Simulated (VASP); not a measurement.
# Rh (Im-3m) in VASP: notebook, part 2 of 2

VASP 6.6.1. Earlier steps stand in the parts before.

### 3 Single point, r2SCAN, collinear spin, ferromagnetic start (volume scaled by 0.88)

Contents of POSCAR:

```
Rh
1.0
   -1.4654120782      1.4654120782      1.4654120782
    1.4654120782     -1.4654120782      1.4654120782
    1.4654120782      1.4654120782     -1.4654120782
Rh
1
Direct
    0.0000000000      0.0000000000      0.0000000000
```

Contents of INCAR.step1:

```
PREC = Accurate ; ENCUT = 520
ISMEAR = -1 ; SIGMA = 0.05
LREAL = F ; LASPH = T
NELM = 150 ; ISPIN = 2
MAGMOM = 0.873 ; LMAXMIX = 4
NBANDS = 18 ; GGA = PE
ALGO = Normal ; EDIFF = 1E-4
LWAVE = T ; LCHARG = F
```

Contents of INCAR.step2:

```
PREC = Accurate ; ENCUT = 520
EDIFF = 1E-6 ; ISMEAR = -1
SIGMA = 0.05 ; LREAL = F
LASPH = T ; NELM = 150
ALGO = Normal ; ISIF = 2
LWAVE = F ; LCHARG = T
ISPIN = 2 ; MAGMOM = 0.873
LORBIT = 11 ; LMAXMIX = 4
METAGGA = R2SCAN ; LMIXTAU = T
LELF = T ; LVHAR = T
NBANDS = 18 ; ISTART = 1
```

Contents of KPOINTS:

```
regular mesh
0
Gamma
  16 16 16
```

Potentials or basis: VASP PAW PBE potentials, release 64 (Rh_pv).

On the command line:

```
> cat potpaw_PBE.64/Rh_pv/POTCAR > POTCAR
> cp INCAR.step1 INCAR
> mpirun -np 1 vasp_std > vasp.out
> cp INCAR.step2 INCAR
> mpirun -np 1 vasp_std > vasp.out
```

Wall time 2.7 min (1 thread of AMD EPYC 9R45 (Zen 5), shared host); peak memory 0.14 GiB.

The run converged. Its results:

| Item | Value |
| --- | --- |
| Free energy | -23.6150 eV |
| Pressure | 43.1 GPa |
| Net moment | 0.62 μB per cell |
| Site moments | Rh +0.63 μB |
| Valence electrons inside the program's atomic spheres | Rh 14.01 |

Levels at points of the mesh, in eV from the Fermi level:
Spin up:
| k point | band 5 | band 6 | band 7 | band 8 | band 9 | band 10 | band 11 | band 12 |
| --- | --- | --- | --- | --- | --- | --- | --- | --- |
| (0.00, 0.00, 0.00) | -3.85 | -3.85 | -3.85 | -1.22 | -1.22 | 17.27 | 19.33 | 19.33 |
| (0.50, 0.00, 0.00) | -5.66 | -1.16 | -0.78 | 1.40 | 1.61 | 10.81 | 15.33 | 17.27 |
| (0.50, 0.50, 0.50) | -7.57 | 0.98 | 0.98 | 0.98 | 10.49 | 10.49 | 10.49 | 17.26 |
Spin down:
```
           k point  band 5  band 6  band 7  band 8  band 9  band 10
(0.00, 0.00, 0.00)   -3.43   -3.43   -3.43   -0.24   -0.24    18.23
(0.50, 0.00, 0.00)   -5.31   -0.34    0.25    1.34    2.12    11.21
(0.50, 0.50, 0.50)   -6.96    1.49    1.49    1.49   10.55    10.55
```

Caveat: the PAW data sets were made with another functional, which shifts forces and pressure a little.

### 4 Single point, r2SCAN, collinear spin, ferromagnetic start (volume scaled by 0.92)

Contents of POSCAR:

```
Rh
1.0
   -1.4872871253      1.4872871253      1.4872871253
    1.4872871253     -1.4872871253      1.4872871253
    1.4872871253      1.4872871253     -1.4872871253
Rh
1
Direct
    0.0000000000      0.0000000000      0.0000000000
```

Contents of INCAR.step1:

```
PREC = Accurate ; ENCUT = 520
ISMEAR = -1 ; SIGMA = 0.05
LREAL = False ; LASPH = True
NELM = 150 ; ISPIN = 2
MAGMOM = 0.873 ; LMAXMIX = 4
NBANDS = 18 ; GGA = PE
ALGO = Normal ; EDIFF = 1E-4
LWAVE = True ; LCHARG = False
```

Contents of INCAR.step2:

```
PREC = Accurate ; ENCUT = 520
EDIFF = 1E-6 ; ISMEAR = -1
SIGMA = 0.05 ; LREAL = False
LASPH = True ; NELM = 150
ALGO = Normal ; ISIF = 2
LWAVE = False ; LCHARG = False
ISPIN = 2 ; MAGMOM = 0.873
LORBIT = 11 ; LMAXMIX = 4
METAGGA = R2SCAN ; LMIXTAU = True
NBANDS = 18 ; ISTART = 1
```

KPOINTS is that of step 3.

Potentials or basis: VASP PAW PBE potentials, release 64 (Rh_pv).

On the command line:

```
> cat potpaw_PBE.64/Rh_pv/POTCAR > POTCAR
> cp INCAR.step1 INCAR
> mpirun -np 1 vasp_std > vasp.out
> cp INCAR.step2 INCAR
> mpirun -np 1 vasp_std > vasp.out
```

OUTCAR:

```text
PREC = Accurate
   ENCUT = 520
   EDIFF = 1E-6
   ISMEAR = -1
   LREAL = False
   LASPH = True
   NELM = 150
   ISIF = 2
   ISPIN = 2
   LORBIT = 11
   METAGGA = R2SCAN
   ISTART = 1

 ion  position               nearest neighbor table
   1  0.000  0.000  0.000-

  LATTYP: Found a body centered cubic cell.
 ALAT       =     2.9745742506

  Lattice vectors:

 A1 = (  -1.4872871253,   1.4872871253,   1.4872871253)
 A2 = (   1.4872871253,  -1.4872871253,   1.4872871253)
 A3 = (   1.4872871253,   1.4872871253,  -1.4872871253)
[... 1214 lines left out ...]
  -------------------------------------------------------------------------------------
  Total        2.0548485      2.0548485      2.0548485      0.0000000      0.0000000      0.0000000
  in kB      250.1761695    250.1761695    250.1761695      0.0000000      0.0000000      0.0000000
  external PRESSURE =     250.1761695 kB  Pullay stress =       0.0000000 kB

 VOLUME and BASIS-vectors are now :
 -----------------------------------------------------------------------------
  energy-cutoff  :      520.00
  volume of cell :       13.16
      direct lattice vectors                 reciprocal lattice vectors
    -1.487287125  1.487287125  1.487287125     0.000000000  0.336182565  0.336182565
     1.487287125 -1.487287125  1.487287125     0.336182565  0.000000000  0.336182565
     1.487287125  1.487287125 -1.487287125     0.336182565  0.336182565  0.000000000

 POSITION                                       TOTAL-FORCE (eV/Angst)
 -----------------------------------------------------------------------------------
      0.00000      0.00000      0.00000         0.000000      0.000000      0.000000
 -----------------------------------------------------------------------------------
    total drift:                                0.000000     -0.000000      0.000000

  FREE ENERGIE OF THE ION-ELECTRON SYSTEM (eV)
  ---------------------------------------------------
  free  energy   TOTEN  =       -23.7356133254 eV

  energy  without entropy=      -23.7260721716  energy(sigma->0) =      -23.73084275

 total charge

# of ion       s       p       d       tot
------------------------------------------
    1        0.436   6.314   7.168  13.918

 magnetization (x)

# of ion       s       p       d       tot
------------------------------------------
    1       -0.004  -0.010   0.690   0.675
```

OUTCAR.step1:

```text
PREC = Accurate
   ENCUT = 520
   ISMEAR = -1
   LREAL = False
   LASPH = True
   NELM = 150
[... 1243 lines left out ...]
 POSITION                                       TOTAL-FORCE (eV/Angst)
 -----------------------------------------------------------------------------------
      0.00000      0.00000      0.00000        -0.000000     -0.000000     -0.000000
 -----------------------------------------------------------------------------------
    total drift:                                0.000000     -0.000000      0.000000

  FREE ENERGIE OF THE ION-ELECTRON SYSTEM (eV)
  ---------------------------------------------------
  free  energy   TOTEN  =        -6.8094571305 eV

  energy  without entropy=       -6.7934323207  energy(sigma->0) =       -6.80144473
```

It took 2.5 min on 1 thread of AMD EPYC 9R45 (Zen 5), shared host; peak memory 0.14 GiB.

What came out:

```
Free energy                                           : -23.7356 eV
Pressure                                              : 25.0 GPa
Net moment                                            : 0.67 μB per cell
Site moments                                          : Rh +0.68 μB
Valence electrons inside the program's atomic spheres : Rh 13.92
```

Levels at points of the mesh, in eV from the Fermi level:
Spin up:
| k point | band 4 | band 5 | band 6 | band 7 | band 8 | band 9 | band 10 | band 11 | band 12 | band 13 |
| --- | --- | --- | --- | --- | --- | --- | --- | --- | --- | --- |
| (0.00, 0.00, 0.00) | -8.44 | -3.66 | -3.66 | -3.66 | -1.23 | -1.23 | 17.23 | 19.27 | 19.27 | 19.27 |
| (0.50, 0.00, 0.00) | -6.90 | -5.36 | -1.17 | -0.83 | 1.37 | 1.41 | 10.21 | 15.25 | 17.24 | 19.94 |
| (0.50, 0.50, 0.50) | -7.15 | -7.15 | 0.84 | 0.84 | 0.84 | 10.21 | 10.21 | 10.21 | 17.22 | 20.59 |
Spin down:
```
           k point  band 4  band 5  band 6  band 7  band 8  band 9  band 10  band 11
(0.00, 0.00, 0.00)   -8.48   -3.22   -3.22   -3.22   -0.18   -0.18    18.25    19.34
(0.50, 0.00, 0.00)   -6.53   -4.97   -0.30    0.27    1.30    1.97    10.63    15.33
(0.50, 0.50, 0.50)   -6.49   -6.49    1.38    1.38    1.38   10.26    10.26    10.26
```

Caveat: the PAW data sets were made with another functional, which shifts forces and pressure a little.

### 5 Overview

```tsv
cell	k mesh	gap on the mesh (eV)	pressure (GPa)	moment (μB)
a = 2.649 Å, angles 109.5°, 1 atom	15 × 15 × 15	none	1.1	0.93
a = 2.538 Å, angles 109.5°, 1 atom	16 × 16 × 16	none	43.1	0.62
a = 2.576 Å, angles 109.5°, 1 atom	16 × 16 × 16	none	25.0	0.67
```

Alike in all rows: task single point; level r2SCAN; potentials or basis VASP PAW PBE potentials, release 64 (Rh_pv); spin collinear, ferromagnetic start; cutoff (eV) 520; smearing fermi-dirac 0.05 eV.

Caveats: the PAW data sets were made with another functional, which shifts forces and pressure a little.

Total energies depend on the potentials used, so only differences within one code and one set of settings carry meaning.
